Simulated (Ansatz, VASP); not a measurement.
# Sc3B2N in VASP and in Ansatz

INCAR

```
SYSTEM = Sc3B2N
PREC = Accurate
ENCUT = 520
EDIFF = 1E-6
ISMEAR = 0
SIGMA = 0.1
LREAL = .False.
LASPH = .True.
NELM = 150
ALGO = Normal
ISIF = 2
LWAVE = .False.
LCHARG = .False.
ISPIN = 2
MAGMOM = 0 0 0 0 0 1
LORBIT = 11
LMAXMIX = 4
GGA = PE
NBANDS = 35
```

File KPOINTS:

```
Automatic mesh
0
Gamma
  6 6 6
  0 0 0
```

Contents of POSCAR:

```
Sc3B2N
1.0
   -2.5226014198      2.5226014198      3.7368921458
    2.5226014198     -2.5226014198      3.7368921458
    2.5226014198      2.5226014198     -3.7368921458
Sc B N
3 2 1
Direct
    0.7500000000      0.2500000000      0.5000000000
    0.5000000000      0.5000000000      0.0000000000
    0.2500000000      0.7500000000      0.5000000000
    0.8146490494      0.8146490494      0.0000000000
    0.1853509506      0.1853509506      0.0000000000
    0.0000000000      0.0000000000      0.0000000000
```

Input for Ansatz:

```yaml
crystal:
  lattice:
    - [-2.5226014198, 2.5226014198, 3.7368921458]
    - [2.5226014198, -2.5226014198, 3.7368921458]
    - [2.5226014198, 2.5226014198, -3.7368921458]
  atoms:
    - { symbol: Sc, position: [0.75, 0.25, 0.5] }
    - { symbol: Sc, position: [0.5, 0.5, 0.0] }
    - { symbol: Sc, position: [0.25, 0.75, 0.5] }
    - { symbol: B, position: [0.8146490494, 0.8146490494, 0.0] }
    - { symbol: B, position: [0.1853509506, 0.1853509506, 0.0] }
    - { symbol: "N", position: [0.0, 0.0, 0.0], spin: 1.0 }
basis:
  ecutwfc: 420
kpoints:
  mp_grid: { grid: [6, 6, 6] }
hamiltonian:
  xc: pbe
scf:
  occupations: { method: gaussian, width: 0.1 }
  lower_state_search: "off"
output:
  forces: true
  stress: true
  eigenvalues: true
  populations: true
magnetization:
  spin_polarized: true
```

Change from the starting cell: species swapped into the CsLi2F3 type (I4/mmm, No. 139).

Alike in both runs: task single point; functional PBE; k mesh 6 × 6 × 6; occupations gaussian, width 0.1 eV; collinear spin.

|  | VASP | Ansatz |
| --- | --- | --- |
| version | VASP 6.6.1 | Ansatz 0.2.0 |
| potentials or method | VASP PAW PBE potentials, release 64 (Sc_sv, B, N), cutoff 520 eV | scalar-relativistic, plane waves, PAW |
| valence electrons in the cell | 44 | 44 |

|  | VASP | Ansatz | Ansatz less VASP |
| --- | --- | --- | --- |
| gap on the k mesh at the Fermi level (eV) | none | none | - |
| pressure (GPa) | 0.2 | 0.1 | -0.13 |
| traceless stress, the component that is largest in VASP (GPa) | -0.14 | -0.17 | -0.027 |
| rms of the force components (eV/Å) | 0.006 | 0.000 | -0.0056 |
| net moment per atom (μB) | 0.00 | 0.00 | -0.001 |

Atom by atom the forces differ by 0.006 eV/Å (rms over components). A gap of «none» marks a metal or a gap that the smearing closes. Ansatz's warnings: seeded moment not kept.
